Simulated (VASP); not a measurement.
Write the native input for VASP 6.6.1 that does the following.

| Quantity | Value |
| --- | --- |
| Task | single point |
| Functional | PBEsol |
| Potentials or basis | VASP PAW PBE potentials, release 64 (Ba_sv, S) |
| Cutoff | 520 eV |
| k mesh | 8 × 8 × 8 |
| Occupations | fermi-dirac, width 0.02 eV |
| Spin | no spin polarisation |
| Dipole correction | no |
| Further INCAR settings | ALGO = Normal; EDIFF = 1e-06; NBANDS = 15 |

The structure of BaS lies in POSCAR:

```
BaS
1.0
    0.0000000000      3.1937500000      3.0979375000
    3.1937500000      0.0000000000      3.0979375000
    3.1937500000      3.1937500000      0.0000000000
Ba S
1 1
Direct
    0.0000000000      0.0000000000      0.0000000000
    0.5000000000      0.5000000000      0.5000000000
```

This cell differs from its parent crystal: zz strain of -3 %.

One way to write it, as run:

INCAR

```
SYSTEM = BaS
ALGO = Normal
EDIFF = 1E-6
ENCUT = 520
GGA = PS
ISIF = 2
ISMEAR = -1
LASPH = .TRUE.
LCHARG = .FALSE.
LREAL = .FALSE.
LWAVE = .FALSE.
NBANDS = 15
NELM = 100
PREC = Accurate
SIGMA = 0.02
```

KPOINTS

```
k-points
0
G
  8 8 8
  0 0 0
```

Potentials or basis: VASP PAW PBE potentials, release 64 (Ba_sv, S).

Command:

```console
$ cat potpaw_PBE.64/Ba_sv/POTCAR potpaw_PBE.64/S/POTCAR > POTCAR
$ mpirun -np 1 vasp_std > vasp.out
```

Results of the run:

```
Pressure               : 1.0 GPa
Band gap on the k mesh : 1.83 eV (least direct gap 1.96 eV)
```

Caveat: the cell differs from its parent crystal (zz strain of -3 %); the PAW data sets were made with another functional, which shifts forces and pressure a little; spin-orbit coupling is left out, which moves the levels of the heavy elements.

Run time: 53 s on 1 thread of Intel(R) Xeon(R) Platinum 8259CL CPU @ 2.50GHz (Skylake/Cascade Lake), on a shared host, peak memory 0.23 GiB.
